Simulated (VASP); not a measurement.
KRb3:

```xyz
4
Lattice="7.1415 0.0000 0.0000 0.0000 7.1415 0.0000 0.0000 0.0000 7.1415" Properties=species:S:1:pos:R:3 pbc="T T T"
K     0.0000    0.0000    0.0000
Rb    0.0000    3.5707    3.5707
Rb    3.5707    0.0000    3.5707
Rb    3.5707    3.5707    0.0000
```

```yaml
Program: VASP 6.6.1
Task: relaxation of cell and atoms
Functional: PBEsol
Potentials_or_basis: VASP PAW PBE potentials, release 64 (K_sv, Rb_sv)
Cutoff: 600 eV
k_mesh: 3 × 3 × 3
Occupations: methfessel-paxton, width 0.1 eV
Spin: no spin polarisation
```

At the start: pressure -0.2 GPa; volume 91.06 Å³/atom.

Task: Where does the relaxation end?

Result: Over 3 steps the energy falls by 5.4 meV/atom and the volume is 84.61 Å³/atom (-7.1 %); space group Pm-3m (No. 221, to 0.05 Å).

The path:
```tsv
step	energy change (eV)	largest force (eV/Å)	pressure (GPa)	volume (Å³)
1	0.0000	0.0000	-0.22	364.22
2	-0.0082	0.0000	-0.18	357.66
3	-0.0214	0.0000	-0.03	338.46
```

Final structure:
```cif
data_structure
_symmetry_space_group_name_H-M 'P 1'
_symmetry_Int_Tables_number 1
_cell_length_a 6.9689
_cell_length_b 6.9689
_cell_length_c 6.9689
_cell_angle_alpha 90.000
_cell_angle_beta 90.000
_cell_angle_gamma 90.000
_cell_volume 338.46
loop_
_atom_site_label
_atom_site_type_symbol
_atom_site_fract_x
_atom_site_fract_y
_atom_site_fract_z
_atom_site_occupancy
K1 K 0.00000 0.00000 0.00000 1
Rb1 Rb 0.00000 0.50000 0.50000 1
Rb2 Rb 0.50000 0.00000 0.50000 1
Rb3 Rb 0.50000 0.50000 0.00000 1
```

Caveat: the PAW data sets were made with another functional, which shifts forces and pressure a little.
